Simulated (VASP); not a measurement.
# LiCl (Cmcm) in VASP: notebook

The runs below take LiCl through single point, with PBE.

Everything below comes from runs of VASP 6.6.1. Logs are shortened: lines on timing, memory, paths and dates and some standing lists are left out, and cuts for length are marked.

### 1 The cell of the first run

The structure is orthorhombic, space group Cmcm (No. 63). The conventional cell has a = 3.820 Å, b = 9.692 Å, c = 3.699 Å, α = 90.00°, β = 90.00°, γ = 90.00°. Li (site symmetry m2m) has 7 Cl at 2.70 to 2.87 Å and 10 Li at 3.25 to 3.82 Å within 3.9 Å. Cl (site symmetry m2m) has 2 Cl at 2.45 Å and 7 Li at 2.70 to 2.87 Å within 3.2 Å.

### 2 Single point, PBE

Input file INCAR:

```
SYSTEM = LiCl
ALGO = Normal
EDIFF = 1E-6
ENCUT = 520
GGA = PE
ISIF = 2
ISMEAR = 0
LASPH = .TRUE.
LCHARG = .FALSE.
LREAL = .FALSE.
LWAVE = .FALSE.
NBANDS = 18
NELM = 80
PREC = Accurate
SIGMA = 0.1
```

Input file KPOINTS:

```
k-points
0
G
  6 6 6
  0 0 0
```

Input file POSCAR:

```
LiCl
1.0
    1.9099025392     -4.8459859305      0.0000000000
    1.9099025392      4.8459859305      0.0000000000
    0.0000000000      0.0000000000      3.6991896520
Li Cl
2 2
Direct
    0.8620000000      0.1380000000      0.7500000000
    0.1380000000      0.8620000000      0.2500000000
    0.5830000000      0.4170000000      0.7500000000
    0.4170000000      0.5830000000      0.2500000000
```

Potentials or basis: VASP PAW PBE potentials, release 64 (Li_sv, Cl).

Started as:

```sh
$ cat potpaw_PBE.64/Li_sv/POTCAR potpaw_PBE.64/Cl/POTCAR > POTCAR
$ mpirun -np 1 vasp_std > vasp.out
```

OUTCAR:

```text
SYSTEM = LiCl
   EDIFF = 1E-6
   ENCUT = 520
   GGA = PE
   ISIF = 2
   ISMEAR = 0
   LASPH = .TRUE.
   LREAL = .FALSE.
   NELM = 80
   PREC = Accurate

 ion  position               nearest neighbor table
   1  0.862  0.138  0.750-
   2  0.138  0.862  0.250-
   3  0.583  0.417  0.750-   4 2.45   4 2.45
   4  0.417  0.583  0.250-   3 2.45   3 2.45

  LATTYP: Found a base centered orthorhombic cell.
 ALAT       =     3.8198050784
 B/A-ratio  =     2.5372948782
 C/A-ratio  =     0.9684236698

  Lattice vectors:

 A1 = (   1.9099025392,  -4.8459859305,   0.0000000000)
 A2 = (   1.9099025392,   4.8459859305,   0.0000000000)
 A3 = (   0.0000000000,   0.0000000000,   3.6991896520)

Analysis of symmetry for initial positions (statically):
=====================================================================
 Subroutine PRICEL returns:
 Original cell was already a primitive cell.

 Routine SETGRP: Setting up the symmetry group for a
 base centered orthorhombic supercell.

 Subroutine GETGRP returns: Found  8 space group operations
 (whereof  4 operations were pure point group operations)
 out of a pool of  8 trial point group operations.

The static configuration has the point symmetry C_2h.
 The point group associated with its full space group is D_2h.

Analysis of symmetry for dynamics (positions and initial velocities):
=====================================================================
 Subroutine PRICEL returns:
 Original cell was already a primitive cell.

 Routine SETGRP: Setting up the symmetry group for a
 base centered orthorhombic supercell.

 Subroutine GETGRP returns: Found  8 space group operations
 (whereof  4 operations were pure point group operations)
 out of a pool of  8 trial point group operations.

The dynamic configuration has the point symmetry C_2h.
 The point group associated with its full space group is D_2h.

 Subroutine INISYM returns: Found  8 space group operations
 (whereof  4 operations are pure point group operations),
 and found     1 'primitive' translations

----------------------------------------------------------------------------------------

                                     Primitive cell

  volume of cell :      68.4747

  direct lattice vectors                    reciprocal lattice vectors
     1.909902539 -4.845985931  0.000000000     0.261793463 -0.103178178  0.000000000
     1.909902539  4.845985931  0.000000000     0.261793463  0.103178178  0.000000000
     0.000000000  0.000000000  3.699189652     0.000000000  0.000000000  0.270329476

[... 89 lines left out ...]
   EDIFFG = 0.1E-04   stopping-criterion for IOM
   NSW    =      0    number of steps for IOM
   IBRION =     -1    ionic relax: 0-MD 1-quasi-New 2-CG
   NFREE  =      0    steps in history (QN), initial steepest desc. (CG)
   ISIF   =      2    stress and relaxation
   ISYM   =      2    0-nonsym 1-usesym 2-fastsym
   POTIM  = 0.5000    time-step for ionic-motion
   TEBEG  =    0.0;   TEEND  =   0.0 temperature during run
   PSTRESS=    0.0 pullay stress
   NELECT =      20.0000    total number of electrons
   NUPDOWN=      -1.0000    fix difference up-down
   EMIN   =  10.00;   EMAX   =-10.00  energy-range for DOS
   EFERMI =   0.00;   METHOD = LEGACY
   ISMEAR =     0;   SIGMA  =   0.10  broadening in eV -4-tet -1-fermi 0-gaus
   EFERMI_NEDOS =   21; number of points for ismear=-14 and -15
   IALGO  =     38    algorithm
   IMIX   =      4    mixing-type and parameters
     AMIX     =   0.40;   BMIX     =  1.00
     AMIX_MAG =   1.60;   BMIX_MAG =  1.00
  volume/ion in A,a.u.               =      17.12       115.52
  Fermi-wavevector in a.u.,A,eV,Ry     =   1.086196  2.052613 16.052448  1.179822
  Thomas-Fermi vector in A             =   2.222327
   LORBIT       =      0    0 simple, 1 ext, 2 COOP (PROOUT), +10 PAW based schemes
   GGA     = PE    functional components
   LHFCALC =     F    Hartree Fock is set to
   AEXX    =    0.0000 exact exchange contribution
   IVDW    =     0    specifies the selected vdW correction
   LEPSILON=     F    determine dielectric tensor
   LRPA    =     F    only Hartree local field effects (RPA)
 non-spin polarized calculation
 Gauss-broadening in eV      SIGMA  =   0.10
  energy-cutoff  :      520.00
  volume of cell :       68.47
 maximum number of plane-waves:      1860
   NGX = 19   NGY = 19   NGZ = 13

 number of electron      19.9999979 magnetization

 Free energy of the ion-electron system (eV)
  ---------------------------------------------------
  ext. energy  EPLUGINS =         0.00000000
  ---------------------------------------------------
  free energy    TOTEN  =       -11.53181488 eV

  energy without entropy =      -11.53181488  energy(sigma->0) =      -11.53181488

 E-fermi :   3.3208     XC(G=0):  -8.6197

 val. band max:        2.8324871915   @ k =   0.5000   0.5000   0.5000
 cond. band min:       5.6503845896   @ k =   0.0000   0.0000   0.0000
 fundamental gap:      2.8178973981
 Fermi energy:         3.3207975693

 k-point     1 :       0.0000    0.0000    0.0000
  band No.  band energies     occupation
      1     -43.3404      2.00000
      2     -43.3346      2.00000
      3     -13.5382      2.00000
      4     -10.6294      2.00000
      5      -1.8225      2.00000
      6      -1.7475      2.00000
[... 481 lines left out ...]
      5      -2.3386      2.00000
      6      -1.4353      2.00000
[... 10 lines left out ...]
     17      12.2736      0.00000
     18      12.6307      0.00000

 [... further k-points ...]

------------------------ aborting loop because EDIFF is reached ----------------------------------------

  FORCE on cell =-STRESS in cart. coord.  units (eV):
  Direction    XX          YY          ZZ          XY          YZ          ZX
  --------------------------------------------------------------------------------------
  -------------------------------------------------------------------------------------
  Total       -3.7095847      7.0221464      9.8693431      0.0000000      0.0000000      0.0000000
  in kB      -86.7972415    164.3048995    230.9238998      0.0000000      0.0000000      0.0000000
  external PRESSURE =     102.8105193 kB  Pullay stress =       0.0000000 kB

 VOLUME and BASIS-vectors are now :
 -----------------------------------------------------------------------------
  energy-cutoff  :      520.00
  volume of cell :       68.47
      direct lattice vectors                 reciprocal lattice vectors
     1.909902539 -4.845985931  0.000000000     0.261793463 -0.103178178  0.000000000
     1.909902539  4.845985931  0.000000000     0.261793463  0.103178178  0.000000000
     0.000000000  0.000000000  3.699189652     0.000000000  0.000000000  0.270329476

 POSITION                                       TOTAL-FORCE (eV/Angst)
 -----------------------------------------------------------------------------------
      1.90990     -3.50849      2.77439         0.000000      0.202880     -0.000000
      1.90990      3.50849      0.92480         0.000000     -0.202880     -0.000000
      1.90990     -0.80443      2.77439         0.000000     -5.896546      0.000000
      1.90990      0.80443      0.92480         0.000000      5.896546      0.000000
 -----------------------------------------------------------------------------------
    total drift:                                0.000000     -0.000000     -0.000000

  FREE ENERGIE OF THE ION-ELECTRON SYSTEM (eV)
  ---------------------------------------------------
  free  energy   TOTEN  =       -11.5318148842 eV

  energy  without entropy=      -11.5318148842  energy(sigma->0) =      -11.53181488
```

OSZICAR:

```text
N       E                     dE             d eps       ncg     rms          rms(c)
DAV:   1     0.130032363740E+03    0.13003E+03   -0.90151E+03  1872   0.109E+03
DAV:   2     0.216375239255E+01   -0.12787E+03   -0.12163E+03  2426   0.235E+02
DAV:   3    -0.113998996115E+02   -0.13564E+02   -0.13488E+02  3424   0.663E+01
DAV:   4    -0.117771343404E+02   -0.37723E+00   -0.37666E+00  2554   0.119E+01
DAV:   5    -0.117944075780E+02   -0.17273E-01   -0.17272E-01  2796   0.201E+00    0.110E+01
DAV:   6    -0.115343513658E+02    0.26006E+00   -0.46981E-01  2306   0.307E+00    0.661E+00
DAV:   7    -0.115288036624E+02    0.55477E-02   -0.19520E-01  2688   0.216E+00    0.172E+00
DAV:   8    -0.115314345346E+02   -0.26309E-02   -0.37848E-02  2260   0.102E+00    0.152E-01
DAV:   9    -0.115316193380E+02   -0.18480E-03   -0.14276E-03  2492   0.246E-01    0.902E-02
DAV:  10    -0.115317833926E+02   -0.16405E-03   -0.24466E-04  2216   0.947E-02    0.293E-02
DAV:  11    -0.115318062922E+02   -0.22900E-04   -0.25331E-05  2396   0.308E-02    0.143E-02
DAV:  12    -0.115318146760E+02   -0.83838E-05   -0.12588E-05  1996   0.208E-02    0.740E-03
DAV:  13    -0.115318148842E+02   -0.20824E-06   -0.10753E-06  2094   0.627E-03
   1 F= -.11531815E+02 E0= -.11531815E+02  d E =-.230346E-13
```

Run time: 84 s. Hardware: 1 thread of Intel Xeon 8259CL, shared host; peak memory 0.21 GiB.

Results:

```
Free energy            : -11.5318 eV
Largest force          : 5.897 eV/Å
Band gap on the k mesh : 2.82 eV (least direct gap 3.23 eV)
```

Forces in eV/Å, atoms in the order of the input:
```
Li   0.000  0.203  0.000
Li   0.000 -0.203  0.000
Cl   0.000 -5.897  0.000
Cl   0.000  5.897  0.000
```

Caveat: the cutoff is under 1.25 times the usual one of these potentials, so pressure, stress and relaxed cells hold a basis-set (Pulay) error; forces of over 1 eV/Å act on the atoms, so gaps and moduli don't describe the material at rest.

### 3 Single point, PBE

This run uses another cell than the first one, of 21.34 Å³/atom.

Input file INCAR:

```
ALGO = Normal
EDIFF = 1E-6
ENCUT = 520
GGA = PE
ISIF = 2
ISMEAR = 0
LASPH = T
LCHARG = T
LELF = T
LREAL = F
LVHAR = T
LWAVE = F
NBANDS = 18
NELM = 80
PREC = Accurate
SIGMA = 0.1
```

Input file KPOINTS:

```
k-points
0
Gamma
  6 6 6
```

Input file POSCAR:

```
LiCl
1.0
    1.7598426627     -6.8720858908      0.0000000000
    1.7598426627      6.8720858908      0.0000000000
    0.0000000000      0.0000000000      3.5284677440
Li Cl
2 2
Direct
    0.8297047092      0.1702952908      0.7500000000
    0.1702952908      0.8297047092      0.2500000000
    0.6499544900      0.3500455100      0.7500000000
    0.3500455100      0.6499544900      0.2500000000
```

Potentials or basis: VASP PAW PBE potentials, release 64 (Li_sv, Cl).

Started as:

```sh
$ cat potpaw_PBE.64/Li_sv/POTCAR potpaw_PBE.64/Cl/POTCAR > POTCAR
$ mpirun -np 1 vasp_std > vasp.out
```

It took 3.6 min on 1 thread of Intel Xeon 8259CL, shared host; peak memory 0.29 GiB.

The run converged. Its results:

```yaml
Free_energy: -14.6430 eV
Band_gap_on_the_k_mesh: 5.67 eV (least direct gap 5.83 eV)
```

Forces in eV/Å, atoms in the order of the input:
```
Li   0.000 -0.001  0.000
Li   0.000  0.001  0.000
Cl   0.000 -0.002  0.000
Cl   0.000  0.002  0.000
```

Levels at points of the mesh, in eV from the valence-band top:
```
           k point  band 8  band 9  band 10  band 11  band 12  band 13
(0.00, 0.00, 0.00)   -0.34   -0.17    -0.16     5.67     8.18     9.06
(0.50, 0.00, 0.00)   -0.69   -0.06    -0.04     6.95     7.38     8.51
(0.50, 0.50, 0.00)   -0.65   -0.19    -0.15     6.60     7.33     9.05
(0.00, 0.00, 0.50)   -0.88   -0.04    -0.04     7.74     7.74     8.52
(0.50, 0.00, 0.50)   -1.72   -0.66    -0.66     7.95     7.95     8.80
(0.50, 0.50, 0.50)   -0.73   -0.04    -0.04     6.86     6.86     9.07
```

Caveat: the cutoff is under 1.25 times the usual one of these potentials, so pressure, stress and relaxed cells hold a basis-set (Pulay) error.

(Part 1 of 2 ends here.)
